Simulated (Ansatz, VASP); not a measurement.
# Two plane-wave programs on SiO2

```
Si O
1.0
     0.00000    3.73037    3.73037
     3.73037    0.00000    3.73037
     3.73037    3.73037    0.00000
Si O
2 4
Direct
  0.50000 0.50000 0.50000
  0.75000 0.75000 0.75000
  0.62500 0.62500 0.62500
  0.12500 0.62500 0.62500
  0.62500 0.62500 0.12500
  0.62500 0.12500 0.62500
```

Alike in both runs: task single point; functional PBE; k mesh 6 × 6 × 6; occupations gaussian, width 0.02 eV; no spin polarisation.

|  | VASP | Ansatz |
| --- | --- | --- |
| version | VASP 6.6.1 | Ansatz 0.2.0 |
| potentials or method | VASP PAW PBE potentials, release 64 (Si, O), cutoff 520 eV | scalar-relativistic, plane waves, PAW |
| valence electrons in the cell | 32 | 32 |

|  | VASP | Ansatz | Ansatz less VASP |
| --- | --- | --- | --- |
| gap on the k mesh at the Fermi level (eV) | 5.37 | 5.37 | +0.002 |
| least direct gap on the mesh (eV) | 5.38 | 5.38 | +0.002 |
| pressure (GPa) | 0.0 | 0.0 | -0.03 |

The functional is the same, so the differences come from potentials, cutoffs and numerics.
